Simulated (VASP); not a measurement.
# GaN in VASP: settings compared

GaN is run at these levels: r2SCAN, PBE; tasks: single point.

All numbers are computed with VASP 6.6.1; they aren't measurements. Logs are shortened: lines on timing, memory, paths and dates and some standing lists are left out, and cuts for length are marked.

### Step 1. The cell of the first run

Symmetry: Imm2, No. 44, orthorhombic system. Conventional cell: a = 3.142 Å, b = 3.219 Å, c = 4.498 Å, α = 90.00°, β = 90.00°, γ = 90.00°. Within 2.6 Å of Ga (site symmetry mm2) lie 4 N at 1.94 to 1.95 Å. N (site symmetry mm2) has 4 Ga at 1.94 to 1.95 Å within 2.6 Å.

### Step 2. Single point, r2SCAN (shear xy strain -2.4%)

The input, POSCAR:

```
GaN
1.0
   -0.0270998791      2.2489526240      2.2489526240
    2.2489526240     -0.0270998791      2.2489526240
    2.2218527448      2.2218527448      0.0000000000
Ga N
1 1
Direct
    0.0017454298      0.0017454298     -0.0017454298
    0.7482545702      0.7482545702      0.7517454298
```

The input, INCAR.step1:

```
SYSTEM = GaN
ALGO = Normal ; EDIFF = 1E-4
ENCUT = 520 ; GGA = PE
ISMEAR = 0 ; LASPH = .TRUE.
LCHARG = .FALSE. ; LREAL = .FALSE.
LWAVE = .TRUE. ; NBANDS = 16
NELM = 60 ; PREC = Accurate
SIGMA = 0.01
```

The input, INCAR.step2:

```
SYSTEM = GaN
ALGO = Normal ; EDIFF = 1E-7
ENCUT = 520 ; ISIF = 2
ISMEAR = 0 ; ISTART = 1
LASPH = .TRUE. ; LCHARG = .TRUE.
LELF = .TRUE. ; LMIXTAU = .TRUE.
LREAL = .FALSE. ; LVHAR = .TRUE.
LWAVE = .FALSE. ; METAGGA = R2SCAN
NBANDS = 16 ; NELM = 60
PREC = Accurate ; SIGMA = 0.01
```

The input, KPOINTS:

```
k-points
0
G
  10 10 10
  0 0 0
```

Potentials or basis: VASP PAW PBE potentials, release 64 (Ga_d, N).

On the command line:

```
cat potpaw_PBE.64/Ga_d/POTCAR potpaw_PBE.64/N/POTCAR > POTCAR
cp INCAR.step1 INCAR
mpirun -np 1 vasp_std > vasp.out
cp INCAR.step2 INCAR
mpirun -np 1 vasp_std > vasp.out
```

OUTCAR:

```text
SYSTEM = GaN
   EDIFF = 1E-7
   ENCUT = 520
   ISIF = 2
   ISMEAR = 0
   ISTART = 1
   LASPH = .TRUE.
   LREAL = .FALSE.
   METAGGA = R2SCAN
   NELM = 60
   PREC = Accurate

 ion  position               nearest neighbor table
   1  0.002  0.002  0.998-   2 1.94   2 1.94   2 1.95   2 1.95
   2  0.748  0.748  0.752-   1 1.94   1 1.94   1 1.95   1 1.95

  LATTYP: Found a body centered orthorhombic cell.
 ALAT       =     3.1421742853
 B/A-ratio  =     1.0243939471
 C/A-ratio  =     1.4314626878

  Lattice vectors:

 A1 = (   0.0270998791,  -2.2489526240,  -2.2489526240)
 A2 = (  -0.0270998792,   2.2489526239,  -2.2489526240)
 A3 = (   2.2489526240,  -0.0270998791,   2.2489526240)

Analysis of symmetry for initial positions (statically):
=====================================================================
 Subroutine PRICEL returns:
 Original cell was already a primitive cell.

 Routine SETGRP: Setting up the symmetry group for a
 body centered orthorhombic supercell.

 Subroutine GETGRP returns: Found  4 space group operations
 (whereof  4 operations were pure point group operations)
 out of a pool of  8 trial point group operations.

The static configuration has the point symmetry C_2v.

Analysis of symmetry for dynamics (positions and initial velocities):
=====================================================================
 Subroutine PRICEL returns:
 Original cell was already a primitive cell.

 Routine SETGRP: Setting up the symmetry group for a
 body centered orthorhombic supercell.

 Subroutine GETGRP returns: Found  4 space group operations
 (whereof  4 operations were pure point group operations)
 out of a pool of  8 trial point group operations.

The dynamic configuration has the point symmetry C_2v.

 Subroutine INISYM returns: Found  4 space group operations
 (whereof  4 operations are pure point group operations),
 and found     1 'primitive' translations

----------------------------------------------------------------------------------------

                                     Primitive cell

  volume of cell :      22.7461

  direct lattice vectors                    reciprocal lattice vectors
    -0.027099879  2.248952624  2.248952624    -0.219678588  0.219678588  0.222325715
     2.248952624 -0.027099879  2.248952624     0.219678588 -0.219678588  0.222325715
     2.221852745  2.221852745  0.000000000     0.225037416  0.225037416 -0.222325715

  length of vectors
     3.180614754  3.180614754  3.142174285     0.382028909  0.382028909  0.388216950

  position of ions in fractional coordinates (direct lattice)
     0.001745430  0.001745430  0.998254570
     0.748254570  0.748254570  0.751745430

  ion indices of the primitive-cell ions
   primitive index   ion index
                 1           1
                 2           2

----------------------------------------------------------------------------------------

 KPOINTS: k-points

Automatic generation of k-mesh.
 Grid dimensions read from file:
 generate k-points for:   10   10   10

 Generating k-lattice:

  Cartesian coordinates                     Fractional coordinates (reciprocal lattice)
    -0.021967859  0.021967859  0.022232571     0.100000000  0.000000000  0.000000000
     0.021967859 -0.021967859  0.022232571     0.000000000  0.100000000  0.000000000
     0.022503742  0.022503742 -0.022232571     0.000000000  0.000000000  0.100000000

  Length of vectors
     0.038202891  0.038202891  0.038821695

  Shift w.r.t. Gamma in fractional coordinates (k-lattice)
     0.000000000  0.000000000  0.000000000

 Subroutine IBZKPT returns following result:
 ===========================================

 Found    171 irreducible k-points:

 Following reciprocal coordinates:
            Coordinates               Weight
  0.000000  0.000000  0.000000      1.000000
  0.100000  0.000000  0.000000      4.000000
  0.200000  0.000000  0.000000      4.000000
  0.300000  0.000000  0.000000      4.000000
  0.400000 -0.000000  0.000000      4.000000
  0.500000  0.000000  0.000000      2.000000
[... 16 lines left out ...]
  0.300000  0.300000  0.000000      2.000000
  0.400000  0.300000  0.000000      4.000000
 [... further k-points ...]
   k-points           NKPTS =    171   k-points in BZ     NKDIM =    171   number of bands    NBANDS=     16
   number of dos      NEDOS =    301   number of ions     NIONS =      2
   total plane-waves  NPLWV =  13824
   dimension x,y,z NGX =    24 NGY =   24 NGZ =   24
   dimension x,y,z NGXF=    48 NGYF=   48 NGZF=   48
   ions per type =               1   1
   NGX,Y,Z   is equivalent  to a cutoff of  12.54, 12.54, 12.70 a.u.
   NGXF,Y,Z  is equivalent  to a cutoff of  25.09, 25.09, 25.40 a.u.
 SYSTEM =  GaN
   PREC   = accura    normal or accurate (medium, high low for compatibility)
   ISTART =      1    job   : 0-new  1-cont  2-samecut
   ICHARG =      0    charge: 1-file 2-atom 10-const
   ISPIN  =      1    spin polarized calculation?
   LNONCOLLINEAR =      F non collinear calculations
   LSORBIT =      F    spin-orbit coupling
   LASPH  =      T    aspherical Exc in radial PAW
   ENCUT  =  520.0 eV  38.22 Ry    6.18 a.u.   5.91  5.91  5.84*2*pi/ulx,y,z
   NELM   =     60;   NELMIN=  2; NELMDL=  0     # of ELM steps
   EDIFF  = 0.1E-06   stopping-criterion for ELM
   LREAL  =      F    real-space projection
   EDIFFG = 0.1E-05   stopping-criterion for IOM
   NSW    =      0    number of steps for IOM
   IBRION =     -1    ionic relax: 0-MD 1-quasi-New 2-CG
   NFREE  =      0    steps in history (QN), initial steepest desc. (CG)
   ISIF   =      2    stress and relaxation
   ISYM   =      2    0-nonsym 1-usesym 2-fastsym
   POTIM  = 0.5000    time-step for ionic-motion
   TEBEG  =    0.0;   TEEND  =   0.0 temperature during run
   PSTRESS=    0.0 pullay stress
   NELECT =      18.0000    total number of electrons
   NUPDOWN=      -1.0000    fix difference up-down
   EMIN   =  10.00;   EMAX   =-10.00  energy-range for DOS
   EFERMI =   0.00;   METHOD = LEGACY
   ISMEAR =     0;   SIGMA  =   0.01  broadening in eV -4-tet -1-fermi 0-gaus
   EFERMI_NEDOS =   21; number of points for ismear=-14 and -15
   IALGO  =     38    algorithm
   IMIX   =      4    mixing-type and parameters
     AMIX     =   0.40;   BMIX     =  1.00
     AMIX_MAG =   1.60;   BMIX_MAG =  1.00
  volume/ion in A,a.u.               =      11.37        76.75
  Fermi-wavevector in a.u.,A,eV,Ry     =   1.514246  2.861510 31.197348  2.292940
  Thomas-Fermi vector in A             =   2.623929
   LORBIT       =      0    0 simple, 1 ext, 2 COOP (PROOUT), +10 PAW based schemes
   METAGGA = R2SCAN    functional components
   LHFCALC =     F    Hartree Fock is set to
   AEXX    =    0.0000 exact exchange contribution
   IVDW    =     0    specifies the selected vdW correction
   LEPSILON=     F    determine dielectric tensor
   LRPA    =     F    only Hartree local field effects (RPA)
 non-spin polarized calculation
 Gauss-broadening in eV      SIGMA  =   0.01
  energy-cutoff  :      520.00
  volume of cell :       22.75
 maximum number of plane-waves:       628
   NGX = 11   NGY = 11   NGZ = 11

 number of electron      18.0000004 magnetization

 Free energy of the ion-electron system (eV)
  ---------------------------------------------------
  ext. energy  EPLUGINS =         0.00000000
  ---------------------------------------------------
  free energy    TOTEN  =       -21.88975058 eV

  energy without entropy =      -21.88975058  energy(sigma->0) =      -21.88975058

 E-fermi :   5.2568     XC(G=0): -12.6716

 val. band max:        5.1660053132   @ k =   0.0000   0.0000   0.0000
 cond. band min:       7.2329386681   @ k =   0.0000   0.0000   0.0000
 fundamental gap:      2.0669333550
 Fermi energy:         5.2568417450

 k-point     1 :       0.0000    0.0000    0.0000
  band No.  band energies     occupation
      1     -11.6993      2.00000
      2      -8.7553      2.00000
      3      -8.7532      2.00000
      4      -8.7490      2.00000
      5      -8.3953      2.00000
      6      -8.3951      2.00000
[... 8 lines left out ...]
     15      24.7417      0.00000
     16      24.8907      0.00000

 k-point     2 :       0.1000    0.0000    0.0000
  band No.  band energies     occupation
      1     -11.5895      2.00000
      2      -8.7403      2.00000
      3      -8.7352      2.00000
      4      -8.7144      2.00000
      5      -8.3964      2.00000
      6      -8.3958      2.00000
[... 8 lines left out ...]
     15      23.5950      0.00000
     16      23.6440      0.00000

 k-point     3 :       0.2000    0.0000    0.0000
  band No.  band energies     occupation
      1     -11.3075      2.00000
      2      -8.7083      2.00000
      3      -8.7027      2.00000
      4      -8.5553      2.00000
      5      -8.3951      2.00000
      6      -8.3934      2.00000
[... 8 lines left out ...]
     15      22.5695      0.00000
     16      22.8773      0.00000

 k-point     4 :       0.3000    0.0000    0.0000
  band No.  band energies     occupation
      1     -10.9886      2.00000
      2      -8.6781      2.00000
      3      -8.6721      2.00000
      4      -8.3837      2.00000
      5      -8.3797      2.00000
      6      -8.1869      2.00000
[... 8 lines left out ...]
     15      23.0107      0.00000
     16      23.4798      0.00000

 k-point     5 :       0.4000   -0.0000    0.0000
  band No.  band energies     occupation
      1     -10.7753      2.00000
      2      -8.6630      2.00000
      3      -8.6568      2.00000
      4      -8.3636      2.00000
      5      -8.3583      2.00000
      6      -7.6335      2.00000
[... 8 lines left out ...]
     15      24.4671      0.00000
     16      25.0258      0.00000

 k-point     6 :       0.5000    0.0000    0.0000
  band No.  band energies     occupation
      1     -10.7075      2.00000
      2      -8.6595      2.00000
      3      -8.6532      2.00000
      4      -8.3535      2.00000
      5      -8.3477      2.00000
      6      -7.3087      2.00000
[... 8 lines left out ...]
     15      25.5563      0.00000
     16      26.1524      0.00000

 k-point     7 :       0.1000    0.1000    0.0000
  band No.  band energies     occupation
      1     -11.5504      2.00000
      2      -8.7270      2.00000
      3      -8.7226      2.00000
      4      -8.7165      2.00000
      5      -8.4058      2.00000
      6      -8.3874      2.00000
[... 8 lines left out ...]
     15      25.1993      0.00000
     16      25.4439      0.00000

 k-point     8 :       0.2000    0.1000    0.0000
  band No.  band energies     occupation
      1     -11.3249      2.00000
      2      -8.7050      2.00000
      3      -8.6889      2.00000
      4      -8.6047      2.00000
      5      -8.4057      2.00000
      6      -8.3795      2.00000
[... 8 lines left out ...]
     15      24.5757      0.00000
     16      24.8118      0.00000

 k-point     9 :       0.3000    0.1000    0.0000
  band No.  band energies     occupation
      1     -11.0214      2.00000
      2      -8.6778      2.00000
      3      -8.6547      2.00000
      4      -8.4508      2.00000
      5      -8.3664      2.00000
      6      -8.2474      2.00000
[... 8 lines left out ...]
     15      23.7195      0.00000
     16      24.8887      0.00000
[... 172 lines left out ...]
 k-point    19 :       0.5000    0.2000    0.0000
  band No.  band energies     occupation
      1     -10.6206      2.00000
      2      -8.6347      2.00000
      3      -8.5754      2.00000
      4      -8.4419      2.00000
      5      -8.3432      2.00000
      6      -7.1954      2.00000
[... 8 lines left out ...]
     15      26.2845      0.00000
     16      27.0508      0.00000

 k-point    20 :      -0.4000    0.2000    0.0000
  band No.  band energies     occupation
      1     -10.6127      2.00000
      2      -8.6403      2.00000
      3      -8.5821      2.00000
      4      -8.4111      2.00000
      5      -8.3664      2.00000
      6      -7.0931      2.00000
[... 8 lines left out ...]
     15      24.9581      0.00000
     16      26.3179      0.00000

 k-point    21 :      -0.3000    0.2000    0.0000
  band No.  band energies     occupation
      1     -10.7029      2.00000
      2      -8.6449      2.00000
      3      -8.6036      2.00000
      4      -8.4029      2.00000
      5      -8.3976      2.00000
      6      -7.5202      2.00000
[... 8 lines left out ...]
     15      23.2756      0.00000
     16      26.7197      0.00000

 k-point    22 :      -0.2000    0.2000    0.0000
  band No.  band energies     occupation
      1     -10.8937      2.00000
      2      -8.6568      2.00000
      3      -8.6431      2.00000
      4      -8.4139      2.00000
      5      -8.4125      2.00000
      6      -8.0273      2.00000
[... 8 lines left out ...]
     15      23.4175      0.00000
     16      26.8206      0.00000

 k-point    23 :       0.3000    0.3000    0.0000
  band No.  band energies     occupation
      1     -10.7816      2.00000
      2      -8.5787      2.00000
      3      -8.5547      2.00000
      4      -8.5466      2.00000
      5      -8.3425      2.00000
      6      -7.9976      2.00000
[... 8 lines left out ...]
     15      27.9764      0.00000
     16      28.7090      0.00000

 k-point    24 :       0.4000    0.3000    0.0000
  band No.  band energies     occupation
      1     -10.6365      2.00000
      2      -8.5986      2.00000
      3      -8.5183      2.00000
      4      -8.5040      2.00000
      5      -8.3323      2.00000
      6      -7.5802      2.00000
[... 8 lines left out ...]
     15      28.5283      0.00000
     16      28.5373      0.00000

 [... further k-points ...]
[... 5 lines left out ...]
  --------------------------------------------------------------------------------------
  -------------------------------------------------------------------------------------
  Total        0.1582927      0.1582927      0.1522214      0.5538793      0.0000000      0.0000000
  in kB       11.1497087     11.1497087     10.7220676     39.0137618      0.0000000      0.0000000
  external PRESSURE =      11.0071617 kB  Pullay stress =       0.0000000 kB

 VOLUME and BASIS-vectors are now :
 -----------------------------------------------------------------------------
  energy-cutoff  :      520.00
  volume of cell :       22.75
      direct lattice vectors                 reciprocal lattice vectors
    -0.027099879  2.248952624  2.248952624    -0.219678588  0.219678588  0.222325715
     2.248952624 -0.027099879  2.248952624     0.219678588 -0.219678588  0.222325715
     2.221852745  2.221852745  0.000000000     0.225037416  0.225037416 -0.222325715

 POSITION                                       TOTAL-FORCE (eV/Angst)
 -----------------------------------------------------------------------------------
      2.22185      2.22185      0.00785         0.000000      0.000000      0.008318
      3.33278      3.33278      3.36558        -0.000000     -0.000000     -0.008318
 -----------------------------------------------------------------------------------
    total drift:                               -0.000017     -0.000017     -0.002546

  FREE ENERGIE OF THE ION-ELECTRON SYSTEM (eV)
  ---------------------------------------------------
  free  energy   TOTEN  =       -21.8897505835 eV

  energy  without entropy=      -21.8897505835  energy(sigma->0) =      -21.88975058
```

Run time: 70 s. Hardware: 1 thread of Intel Xeon 6975P-C (Granite Rapids), shared host; peak memory 0.19 GiB.

Results:

| Property | Result |
| --- | --- |
| Free energy | -21.8898 eV |
| Pressure | 1.1 GPa |
| Largest force | 0.008 eV/Å |
| Band gap on the k mesh | 2.07 eV, direct |

Forces on the atoms (eV/Å):
```
Ga   0.000  0.000  0.008
N    0.000  0.000 -0.008
```

Stress tensor (GPa, compression positive):
```
1.11 3.90 0.00
3.90 1.11 0.00
0.00 0.00 1.07
```

Levels at points of the mesh, in eV from the valence-band top:
| k point | band 5 | band 6 | band 7 | band 8 | band 9 | band 10 | band 11 | band 12 | band 13 | band 14 |
| --- | --- | --- | --- | --- | --- | --- | --- | --- | --- | --- |
| (0.00, 0.00, 0.00) | -13.56 | -13.56 | -0.16 | -0.08 | 0.00 | 2.07 | 10.69 | 10.98 | 11.25 | 18.53 |
| (0.50, 0.00, 0.00) | -13.51 | -12.47 | -7.33 | -1.08 | -0.98 | 5.24 | 9.34 | 11.05 | 11.14 | 16.56 |
| (0.50, 0.50, 0.00) | -13.48 | -12.05 | -6.33 | -3.06 | -2.71 | 3.66 | 7.24 | 12.55 | 14.83 | 15.03 |
| (0.00, 0.00, 0.50) | -13.51 | -12.39 | -7.23 | -1.18 | -1.10 | 5.01 | 9.42 | 10.77 | 10.88 | 16.41 |
| (0.50, 0.00, 0.50) | -13.48 | -12.05 | -6.32 | -2.89 | -2.88 | 3.69 | 7.20 | 12.52 | 14.92 | 14.96 |

Caveat: the cell differs from its parent crystal (shear xy strain -2.4%); the PAW data sets were made with another functional, which shifts forces and pressure a little.

(Continued in part 2 of 2.)
